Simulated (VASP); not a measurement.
Runs of VASP 6.6.1 on AlN. The structure is that of space group Fm-3m (No. 225), or close to it. The cells are those of the table. 

| level | cell | k mesh | cutoff (eV) | smearing | grid for exact exchange (PRECFOCK) | screening parameter | gap on the mesh (eV) | pressure (GPa) |
| --- | --- | --- | --- | --- | --- | --- | --- | --- |
| PBE | a = 2.784 Å, angles 60.0°, 2 atoms | 10 × 10 × 10 | 520 | fermi-dirac 0.02 eV | - | - | 5.16 | 30.4 |
| HSE06 | a = 2.769 Å, angles 60.0°, 2 atoms | 8 × 8 × 8 | 520 | gaussian 0.01 eV | Normal | 0.2079 1/Å | 6.48 | 28.6 |
| PBE | a = 2.857, b = 2.857, c = 2.869 Å, angles 59.9, 59.9, 60.3°, 2 atoms | 6 × 6 × 6 | 600 | gaussian 0.01 eV | - | - | 4.51 | 4.3 |
| r2SCAN | a = 2.784 Å, angles 60.0°, 2 atoms | 10 × 10 × 10 | 520 | gaussian 0.01 eV | - | - | (a) | 23.4 |
| PBE | a = 2.784 Å, angles 60.0°, 2 atoms | 6 × 6 × 6 | 600 | gaussian 0.01 eV | - | - | 5.15 | 30.3 |
| PBE | a = 2.769 Å, angles 60.0°, 2 atoms | 6 × 6 × 6 | 600 | gaussian 0.01 eV | - | - | (b) | 36.2 |
| HSE06 | a = 2.784 Å, angles 60.0°, 2 atoms | 8 × 8 × 8 | 520 | gaussian 0.01 eV | Normal | 0.2079 1/Å | 6.50 | 22.8 |
| PBE | a = 2.855, b = 2.848, c = 2.848 Å, angles 60.2, 59.9, 59.9°, 2 atoms | 6 × 6 × 6 | 600 | gaussian 0.01 eV | - | - | (c) | 7.4 |
| PBE | a = 2.898, b = 2.898, c = 2.855 Å, angles 60.5, 60.5, 59.0°, 2 atoms | 6 × 6 × 6 | 600 | gaussian 0.01 eV | - | - | 4.14 | -1.4 |

Alike in all rows: task single point; potentials or basis VASP PAW PBE potentials, release 64 (Al, N); no spin polarisation.

Q: Fill in the values left out.

A: (a) 5.84; (b) 5.12; (c) 4.65.

Caveats: some runs use coarse meshes; the PAW data sets were made with another functional, which shifts forces and pressure a little (some runs).

A k mesh can miss the band edges.
